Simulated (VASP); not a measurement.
# Sr (P2_1/m) in VASP: a series of runs

The runs below take Sr through single point, with LDA.

Program: VASP 6.6.1. These are calculated values, not measurements. Logs are shortened: lines on timing, memory, paths and dates and some standing lists are left out, and cuts for length are marked.

**1. The cell of the first run**

The structure is monoclinic, space group P2_1/m (No. 11). The conventional cell has a = 4.127 Å, b = 6.715 Å, c = 4.127 Å, α = 90.00°, β = 118.85°, γ = 90.00°. Within 4.9 Å of Sr (site symmetry m) lie 12 Sr at 3.74 to 4.69 Å.

**2. Single point, LDA (atoms displaced along a vibrational mode, the cell strained)**

INCAR

```
SYSTEM = Sr
ALGO = Fast ; EDIFF = 1E-6
ENCUT = 520 ; ISIF = 2
ISMEAR = 0 ; LASPH = .TRUE.
LCHARG = .FALSE. ; LREAL = .FALSE.
LWAVE = .FALSE. ; NBANDS = 17
NELM = 80 ; PREC = Accurate
SIGMA = 0.15
```

KPOINTS

```
k-points
0
G
  12 12 8
  0 0 0
```

POSCAR

```
Sr
1.0
    4.1980417077      0.0000000000      0.0000000000
   -2.0990208539      3.5528298300      0.0000000000
    0.0000000000      0.0000000000      6.7154259278
Sr
2
Direct
    0.2195721696      0.6666666667      0.2500000000
    0.7804278304      0.3333333333      0.7500000000
```

Potentials or basis: VASP PAW LDA potentials, release 64 (Sr_sv).

Command:

```console
cat potpaw_LDA.64/Sr_sv/POTCAR > POTCAR
mpirun -np 1 vasp_std > vasp.out
```

OUTCAR:

```text
SYSTEM = Sr
   EDIFF = 1E-6
   ENCUT = 520
   ISIF = 2
   ISMEAR = 0
   LASPH = .TRUE.
   LREAL = .FALSE.
   NELM = 80
   PREC = Accurate

 ion  position               nearest neighbor table
   1  0.220  0.667  0.250-   2 3.74   2 3.74   2 4.22   2 4.22   2 4.69   2 4.69
   2  0.780  0.333  0.750-   1 3.74   1 3.74   1 4.22   1 4.22   1 4.69   1 4.69

  Warning from LATTYP: Monoclinic adjustment (A1->A3, A2->A1, A3->A2)!
  LATTYP: Found a base centered orthorhombic cell.
 ALAT       =     4.1980417077
 B/A-ratio  =     1.6926129264
 C/A-ratio  =     1.5996567913

  Lattice vectors:

 A1 = (   2.0990208539,  -3.5528298300,   0.0000000000)
 A2 = (   2.0990208538,   3.5528298300,   0.0000000000)
 A3 = (   0.0000000000,   0.0000000000,   6.7154259278)

Analysis of symmetry for initial positions (statically):
=====================================================================
 Subroutine PRICEL returns:
 Original cell was already a primitive cell.

 Routine SETGRP: Setting up the symmetry group for a
 base centered orthorhombic supercell.

 Subroutine GETGRP returns: Found  4 space group operations
 (whereof  2 operations were pure point group operations)
 out of a pool of  8 trial point group operations.

The static configuration has the point symmetry S_2 .
 The point group associated with its full space group is C_2h.

Analysis of symmetry for dynamics (positions and initial velocities):
=====================================================================
 Subroutine PRICEL returns:
 Original cell was already a primitive cell.

 Routine SETGRP: Setting up the symmetry group for a
 base centered orthorhombic supercell.

 Subroutine GETGRP returns: Found  4 space group operations
 (whereof  2 operations were pure point group operations)
 out of a pool of  8 trial point group operations.

The dynamic configuration has the point symmetry S_2 .
 The point group associated with its full space group is C_2h.

 Subroutine INISYM returns: Found  4 space group operations
 (whereof  2 operations are pure point group operations),
 and found     1 'primitive' translations

----------------------------------------------------------------------------------------

                                     Primitive cell

  volume of cell :     100.1601

  direct lattice vectors                    reciprocal lattice vectors
     4.198041708  0.000000000  0.000000000     0.238206304  0.140732887  0.000000000
    -2.099020854  3.552829830  0.000000000     0.000000000  0.281465775  0.000000000
     0.000000000  0.000000000  6.715425928     0.000000000  0.000000000  0.148910882

  length of vectors
     4.198041708  4.126558899  6.715425928     0.276673072  0.281465775  0.148910882

  position of ions in fractional coordinates (direct lattice)
     0.219572170  0.666666667  0.250000000
     0.780427830  0.333333333  0.750000000

  ion indices of the primitive-cell ions
   primitive index   ion index
                 1           1
                 2           2

----------------------------------------------------------------------------------------

 KPOINTS: k-points

Automatic generation of k-mesh.
 Grid dimensions read from file:
 generate k-points for:   12   12    8

 Generating k-lattice:

  Cartesian coordinates                     Fractional coordinates (reciprocal lattice)
     0.019850525  0.011727741  0.000000000     0.083333333 -0.000000000  0.000000000
     0.000000000  0.023455481  0.000000000     0.000000000  0.083333333  0.000000000
     0.000000000  0.000000000  0.018613860     0.000000000  0.000000000  0.125000000

  Length of vectors
     0.023056089  0.023455481  0.018613860

  Shift w.r.t. Gamma in fractional coordinates (k-lattice)
     0.000000000  0.000000000  0.000000000

 Subroutine IBZKPT returns following result:
 ===========================================

 Found    370 irreducible k-points:

 Following reciprocal coordinates:
            Coordinates               Weight
  0.000000  0.000000  0.000000      1.000000
  0.083333  0.000000  0.000000      2.000000
  0.083333 -0.083333  0.000000      2.000000
  0.166667  0.000000  0.000000      2.000000
  0.166667 -0.166667  0.000000      2.000000
  0.250000  0.000000  0.000000      2.000000
[... 16 lines left out ...]
  0.416667  0.083333  0.000000      2.000000
  0.416667  0.500000  0.000000      2.000000
 [... further k-points ...]
   k-points           NKPTS =    370   k-points in BZ     NKDIM =    370   number of bands    NBANDS=     17
   number of dos      NEDOS =    301   number of ions     NIONS =      2
   total plane-waves  NPLWV =  51200
   dimension x,y,z NGX =    32 NGY =   32 NGZ =   50
   dimension x,y,z NGXF=    64 NGYF=   64 NGZF=  100
   ions per type =               2
   NGX,Y,Z   is equivalent  to a cutoff of  12.67, 12.89, 12.38 a.u.
   NGXF,Y,Z  is equivalent  to a cutoff of  25.34, 25.78, 24.76 a.u.
 SYSTEM =  Sr
   PREC   = accura    normal or accurate (medium, high low for compatibility)
   ISTART =      0    job   : 0-new  1-cont  2-samecut
   ICHARG =      2    charge: 1-file 2-atom 10-const
   ISPIN  =      1    spin polarized calculation?
   LNONCOLLINEAR =      F non collinear calculations
   LSORBIT =      F    spin-orbit coupling
   LASPH  =      T    aspherical Exc in radial PAW
   ENCUT  =  520.0 eV  38.22 Ry    6.18 a.u.   7.81  7.67 12.49*2*pi/ulx,y,z
   NELM   =     80;   NELMIN=  2; NELMDL= -5     # of ELM steps
   EDIFF  = 0.1E-05   stopping-criterion for ELM
   LREAL  =      F    real-space projection
[... 7 lines left out ...]
   TEBEG  =    0.0;   TEEND  =   0.0 temperature during run
   PSTRESS=    0.0 pullay stress
   NELECT =      20.0000    total number of electrons
   NUPDOWN=      -1.0000    fix difference up-down
   EMIN   =  10.00;   EMAX   =-10.00  energy-range for DOS
   EFERMI =   0.00;   METHOD = LEGACY
   ISMEAR =     0;   SIGMA  =   0.15  broadening in eV -4-tet -1-fermi 0-gaus
   EFERMI_NEDOS =   21; number of points for ismear=-14 and -15
   IALGO  =     68    algorithm
   IMIX   =      4    mixing-type and parameters
     AMIX     =   0.40;   BMIX     =  1.00
     AMIX_MAG =   1.60;   BMIX_MAG =  1.00
  volume/ion in A,a.u.               =      50.08       337.96
  Fermi-wavevector in a.u.,A,eV,Ry     =   0.956871  1.808223 12.457515  0.915602
  Thomas-Fermi vector in A             =   2.085838
   LORBIT       =      0    0 simple, 1 ext, 2 COOP (PROOUT), +10 PAW based schemes
   GGA     = CA    functional components
   LHFCALC =     F    Hartree Fock is set to
   AEXX    =    0.0000 exact exchange contribution
   IVDW    =     0    specifies the selected vdW correction
   LEPSILON=     F    determine dielectric tensor
   LRPA    =     F    only Hartree local field effects (RPA)
 non-spin polarized calculation
 RMM-DIIS sequential band-by-band and
 Gauss-broadening in eV      SIGMA  =   0.15
  energy-cutoff  :      520.00
  volume of cell :      100.16
 maximum number of plane-waves:      2717
   NGX = 15   NGY = 15   NGZ = 25

 number of electron      20.0000000 magnetization

 Free energy of the ion-electron system (eV)
  ---------------------------------------------------
  ext. energy  EPLUGINS =         0.00000000
  ---------------------------------------------------
  free energy    TOTEN  =        -3.65664712 eV

  energy without entropy =       -3.62950887  energy(sigma->0) =       -3.64307800

 E-fermi :   1.7026     XC(G=0):  -7.8522

 val. band max:        1.6939490577   @ k =   0.3333   0.3333   0.1250
 cond. band min:       1.7072499514   @ k =   0.3333   0.3333   0.2500
 fundamental gap:      0.0133008937
 Fermi energy:         1.7025944138

 k-point     1 :       0.0000    0.0000    0.0000
  band No.  band energies     occupation
      1     -34.5864      2.00000
      2     -34.5522      2.00000
      3     -16.8947      2.00000
      4     -16.6104      2.00000
      5     -16.5542      2.00000
      6     -16.5416      2.00000
[... 9 lines left out ...]
     16       4.6096      0.00000
     17       4.7715      0.00000

 k-point     2 :       0.0833    0.0000    0.0000
  band No.  band energies     occupation
      1     -34.5851      2.00000
      2     -34.5516      2.00000
      3     -16.8882      2.00000
      4     -16.6225      2.00000
      5     -16.5625      2.00000
      6     -16.5528      2.00000
[... 9 lines left out ...]
     16       4.5256      0.00000
     17       4.7265      0.00000

 k-point     3 :       0.0833   -0.0833    0.0000
  band No.  band energies     occupation
      1     -34.5853      2.00000
      2     -34.5514      2.00000
      3     -16.8913      2.00000
      4     -16.6137      2.00000
      5     -16.5699      2.00000
      6     -16.5446      2.00000
[... 9 lines left out ...]
     16       4.5520      0.00000
     17       5.0981      0.00000

 k-point     4 :       0.1667    0.0000    0.0000
  band No.  band energies     occupation
      1     -34.5815      2.00000
      2     -34.5502      2.00000
      3     -16.8700      2.00000
      4     -16.6556      2.00000
      5     -16.6013      2.00000
      6     -16.5668      2.00000
[... 9 lines left out ...]
     16       4.7084      0.00000
     17       4.9204      0.00000

 k-point     5 :       0.1667   -0.1667    0.0000
  band No.  band energies     occupation
      1     -34.5826      2.00000
      2     -34.5491      2.00000
      3     -16.8819      2.00000
      4     -16.6233      2.00000
      5     -16.6116      2.00000
      6     -16.5712      2.00000
[... 9 lines left out ...]
     16       4.5388      0.00000
     17       5.1665      0.00000

 k-point     6 :       0.2500    0.0000    0.0000
  band No.  band energies     occupation
      1     -34.5764      2.00000
      2     -34.5483      2.00000
      3     -16.8431      2.00000
      4     -16.7006      2.00000
      5     -16.6575      2.00000
      6     -16.5822      2.00000
[... 9 lines left out ...]
     16       4.7415      0.00000
     17       5.1699      0.00000

 k-point     7 :       0.2500   -0.2500    0.0000
  band No.  band energies     occupation
      1     -34.5788      2.00000
      2     -34.5461      2.00000
      3     -16.8691      2.00000
      4     -16.6690      2.00000
      5     -16.6357      2.00000
      6     -16.6140      2.00000
[... 9 lines left out ...]
     16       4.8764      0.00000
     17       4.9736      0.00000

 k-point     8 :       0.3333    0.0000    0.0000
  band No.  band energies     occupation
      1     -34.5711      2.00000
      2     -34.5466      2.00000
      3     -16.8131      2.00000
      4     -16.7444      2.00000
      5     -16.7142      2.00000
      6     -16.5967      2.00000
[... 9 lines left out ...]
     16       5.1060      0.00000
     17       5.8104      0.00000
[... 203 lines left out ...]
      1     -34.5725      2.00000
      2     -34.5473      2.00000
      3     -16.8201      2.00000
      4     -16.7282      2.00000
      5     -16.6964      2.00000
      6     -16.5921      2.00000
[... 9 lines left out ...]
     16       4.5659      0.00000
     17       5.1970      0.00000

 k-point    20 :       0.2500   -0.3333    0.0000
  band No.  band energies     occupation
      1     -34.5759      2.00000
      2     -34.5441      2.00000
      3     -16.8585      2.00000
      4     -16.7005      2.00000
      5     -16.6543      2.00000
      6     -16.6351      2.00000
[... 9 lines left out ...]
     16       4.6668      0.00000
     17       5.4278      0.00000

 k-point    21 :       0.3333    0.0833    0.0000
  band No.  band energies     occupation
      1     -34.5680      2.00000
      2     -34.5460      2.00000
      3     -16.7933      2.00000
      4     -16.7611      2.00000
      5     -16.7435      2.00000
      6     -16.6078      2.00000
[... 9 lines left out ...]
     16       5.0125      0.00000
     17       5.6726      0.00000

 k-point    22 :       0.3333   -0.4167    0.0000
  band No.  band energies     occupation
      1     -34.5727      2.00000
      2     -34.5415      2.00000
      3     -16.8469      2.00000
      4     -16.7460      2.00000
      5     -16.6813      2.00000
      6     -16.6554      2.00000
[... 9 lines left out ...]
     16       4.6383      0.00000
     17       6.1661      0.00000

 k-point    23 :       0.4167    0.0833    0.0000
  band No.  band energies     occupation
      1     -34.5655      2.00000
      2     -34.5451      2.00000
      3     -16.7787      2.00000
      4     -16.7780      2.00000
      5     -16.7686      2.00000
      6     -16.6181      2.00000
[... 9 lines left out ...]
     16       5.5596      0.00000
     17       6.2290      0.00000

 k-point    24 :       0.4167    0.5000    0.0000
  band No.  band energies     occupation
      1     -34.5708      2.00000
      2     -34.5402      2.00000
      3     -16.8399      2.00000
      4     -16.7710      2.00000
      5     -16.6993      2.00000
      6     -16.6638      2.00000
[... 9 lines left out ...]
     16       4.9253      0.00000
     17       6.3017      0.00000

 [... further k-points ...]
[... 5 lines left out ...]
  --------------------------------------------------------------------------------------
  -------------------------------------------------------------------------------------
  Total       -0.8366533     -0.2656459      0.6053442      0.6338755      0.0000000      0.0000000
  in kB      -13.3832431     -4.2493162      9.6831854     10.1395765      0.0000000      0.0000000
  external PRESSURE =      -2.6497913 kB  Pullay stress =       0.0000000 kB

 VOLUME and BASIS-vectors are now :
 -----------------------------------------------------------------------------
  energy-cutoff  :      520.00
  volume of cell :      100.16
      direct lattice vectors                 reciprocal lattice vectors
     4.198041708  0.000000000  0.000000000     0.238206304  0.140732887  0.000000000
    -2.099020854  3.552829830  0.000000000     0.000000000  0.281465775  0.000000000
     0.000000000  0.000000000  6.715425928     0.000000000  0.000000000  0.148910882

 POSITION                                       TOTAL-FORCE (eV/Angst)
 -----------------------------------------------------------------------------------
     -0.47757      2.36855      1.67886         0.245422      0.227339     -0.000000
      2.57659      1.18428      5.03657        -0.245422     -0.227339      0.000000
 -----------------------------------------------------------------------------------
    total drift:                                0.000000     -0.000000      0.000000

  FREE ENERGIE OF THE ION-ELECTRON SYSTEM (eV)
  ---------------------------------------------------
  free  energy   TOTEN  =        -3.6566471198 eV

  energy  without entropy=       -3.6295088728  energy(sigma->0) =       -3.64307800
```

It took 8.5 min on 1 thread of Intel Xeon Platinum 8175M at 2.50GHz (Skylake/Cascade Lake), shared host; peak memory 0.58 GiB.

What came out:

* Free energy: -3.6566 eV
* Pressure: -0.3 GPa
* Largest force: 0.335 eV/Å
* Band gap on the k mesh: zero (bands 10 and 11 overlap by 0.50 eV)

Forces in eV/Å, atoms in the order of the input:
```
Sr   0.245  0.227  0.000
Sr  -0.245 -0.227  0.000
```

Levels at points of the mesh, in eV from the Fermi level:
| k point | band 8 | band 9 | band 10 | band 11 | band 12 | band 13 |
| --- | --- | --- | --- | --- | --- | --- |
| (0.00, 0.00, 0.00) | -18.21 | -3.75 | -1.11 | 0.37 | 1.67 | 2.25 |
| (0.50, 0.00, 0.00) | -18.27 | -0.87 | -0.70 | 0.43 | 0.64 | 0.81 |
| (0.50, 0.50, 0.00) | -18.21 | -1.43 | -0.36 | -0.17 | 0.05 | 2.26 |
| (0.00, 0.50, 0.00) | -18.26 | -1.03 | -0.40 | 0.05 | 0.65 | 1.38 |
| (0.00, 0.00, 0.50) | -18.24 | -2.70 | -2.70 | 1.24 | 1.24 | 2.35 |
| (0.50, 0.00, 0.50) | -18.28 | -0.95 | -0.95 | 0.65 | 0.65 | 0.96 |
| (0.50, 0.50, 0.50) | -18.29 | -0.59 | -0.59 | -0.09 | -0.09 | 1.61 |
| (0.00, 0.50, 0.50) | -18.27 | -0.84 | -0.84 | 0.42 | 0.42 | 1.14 |

Caveat: the cell differs from its parent crystal (atoms displaced along a vibrational mode, the cell strained).

**3. Single point, LDA (atoms displaced along a vibrational mode, the cell strained)**

INCAR

```
PREC = Accurate
ENCUT = 520
EDIFF = 1E-6
ISMEAR = 0
SIGMA = 0.15
LREAL = F
LASPH = T
NELM = 80
ALGO = Fast
ISIF = 2
LWAVE = F
LCHARG = F
NBANDS = 17
```

KPOINTS

```
Automatic mesh
0
Gamma
  12 12 8
```

POSCAR

```
Sr
1.0
    4.2940391435      0.0000000000      0.0000000000
   -2.1470195718      3.5528298300      0.0000000000
    0.0000000000      0.0000000000      6.7154259278
Sr
2
Direct
    0.1627037756      0.6666666667      0.2500000000
    0.8372962244      0.3333333333      0.7500000000
```

Potentials or basis: VASP PAW LDA potentials, release 64 (Sr_sv).

Command:

```console
cat potpaw_LDA.64/Sr_sv/POTCAR > POTCAR
mpirun -np 1 vasp_std > vasp.out
```

It took 8.9 min on 1 thread of Intel Xeon Platinum 8175M at 2.50GHz (Skylake/Cascade Lake), shared host; peak memory 0.6 GiB.

It converged, with:

| Item | Value |
| --- | --- |
| Free energy | -3.5092 eV |
| Pressure | -0.4 GPa |
| Largest force | 0.454 eV/Å |
| Band gap on the k mesh | zero (bands 10 and 11 overlap by 0.44 eV) |

Forces on the atoms (eV/Å):
```
Sr   0.230  0.392  0.000
Sr  -0.230 -0.392  0.000
```

Stress tensor (GPa, compression positive):
```
-2.40  0.82  0.00
 0.82 -0.69  0.00
 0.00  0.00  1.96
```

Levels at points of the mesh, in eV from the Fermi level:
| k point | band 6 | band 7 | band 8 | band 9 | band 10 | band 11 | band 12 | band 13 | band 14 | band 15 |
| --- | --- | --- | --- | --- | --- | --- | --- | --- | --- | --- |
| (0.00, 0.00, 0.00) | -18.33 | -18.29 | -18.25 | -3.68 | -0.99 | 0.42 | 1.43 | 2.32 | 2.44 | 2.74 |
| (0.50, 0.00, 0.00) | -18.37 | -18.33 | -18.28 | -1.09 | -0.49 | 0.06 | 0.93 | 0.98 | 1.42 | 2.67 |
| (0.50, 0.50, 0.00) | -18.41 | -18.36 | -18.24 | -1.48 | -0.40 | -0.11 | 0.11 | 2.13 | 2.50 | 3.22 |
| (0.00, 0.50, 0.00) | -18.40 | -18.36 | -18.28 | -0.93 | -0.36 | 0.12 | 0.86 | 1.11 | 1.45 | 2.35 |
| (0.00, 0.00, 0.50) | -18.32 | -18.31 | -18.31 | -2.64 | -2.64 | 1.18 | 1.18 | 2.22 | 2.22 | 2.66 |
| (0.50, 0.00, 0.50) | -18.39 | -18.34 | -18.34 | -0.87 | -0.87 | 0.35 | 0.35 | 1.11 | 1.11 | 3.55 |
| (0.50, 0.50, 0.50) | -18.49 | -18.34 | -18.34 | -0.44 | -0.44 | -0.24 | -0.24 | 1.46 | 1.46 | 3.72 |
| (0.00, 0.50, 0.50) | -18.41 | -18.35 | -18.35 | -0.80 | -0.80 | 0.49 | 0.49 | 1.15 | 1.15 | 3.33 |

Caveat: the cell differs from its parent crystal (atoms displaced along a vibrational mode, the cell strained).
